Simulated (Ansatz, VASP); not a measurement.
ScSiS4 in VASP and in Ansatz

INCAR

```
SYSTEM = ScSiS4
ALGO = Normal
EDIFF = 1E-7
EDIFFG = -0.01
ENCUT = 600
GGA = PE
IBRION = 2
ISIF = 3
ISMEAR = 0
LASPH = .True.
LCHARG = .False.
LREAL = .False.
LWAVE = .False.
NELM = 80
NSW = 100
PREC = Accurate
SIGMA = 0.1
```

File KPOINTS:

```
k-points
0
Gamma
  10 10 10
  0 0 0
```

File POSCAR:

```
ScSiS4
1.0
    0.0000000000      3.7581848193      3.7581848193
    3.7581848193      0.0000000000      3.7581848193
    3.7581848193      3.7581848193      0.0000000000
Sc Si S
1 1 4
Direct
    0.0000000000      0.0000000000      0.0000000000
    0.7500000000      0.7500000000      0.7500000000
    0.3743270269      0.8770189193      0.3743270269
    0.3743270269      0.3743270269      0.8770189193
    0.8770189193      0.3743270269      0.3743270269
    0.3743270269      0.3743270269      0.3743270269
```

Input for Ansatz:

```yaml
crystal:
  lattice:
    - [0.0, 3.7581848193, 3.7581848193]
    - [3.7581848193, 0.0, 3.7581848193]
    - [3.7581848193, 3.7581848193, 0.0]
  atoms:
    - { symbol: Sc, position: [0.0, 0.0, 0.0] }
    - { symbol: Si, position: [0.75, 0.75, 0.75] }
    - { symbol: S, position: [0.3743270269, 0.8770189193, 0.3743270269] }
    - { symbol: S, position: [0.3743270269, 0.3743270269, 0.8770189193] }
    - { symbol: S, position: [0.8770189193, 0.3743270269, 0.3743270269] }
    - { symbol: S, position: [0.3743270269, 0.3743270269, 0.3743270269] }
basis:
  ecutwfc: 420
kpoints:
  mp_grid: { grid: [10, 10, 10] }
hamiltonian:
  xc: pbe
scf:
  occupations: { method: gaussian, width: 0.1 }
output:
  forces: true
  stress: true
  eigenvalues: true
  write_density: true
  write_potential: true
  elf: true
  volumetric_format: npy
relax:
  adjacent_minimum: "off"
  f_tol: 0.01
  max_steps: 80
  cell: { stress_tol: 0.05 }
```

Change from the starting cell: species swapped into the GdInNi4 type (F-43m, No. 216).

Alike in both runs: task relaxation of cell and atoms; functional PBE; k mesh 10 × 10 × 10; occupations gaussian, width 0.1 eV; no spin polarisation.

```csv
,VASP,Ansatz
version,VASP 6.6.1,Ansatz 0.2.0
potentials or method,"VASP PAW PBE potentials, release 64 (Sc_sv, Si, S), cutoff 600 eV","scalar-relativistic, plane waves, PAW"
valence electrons in the cell,39,39
```

Ansatz gave:

* gap on the k mesh at the Fermi level, each at its own relaxed structure (eV): none
* relaxed volume (Å³/atom): 17.31
* relaxed cell length with the largest relative difference (Å): 5.276

Problem. Which values does VASP return?

Solution. gap on the k mesh at the Fermi level, each at its own relaxed structure (eV): none; relaxed volume (Å³/atom): 17.29; relaxed cell length with the largest relative difference (Å): 5.275.

A gap of «none» marks a metal or a gap that the smearing closes.
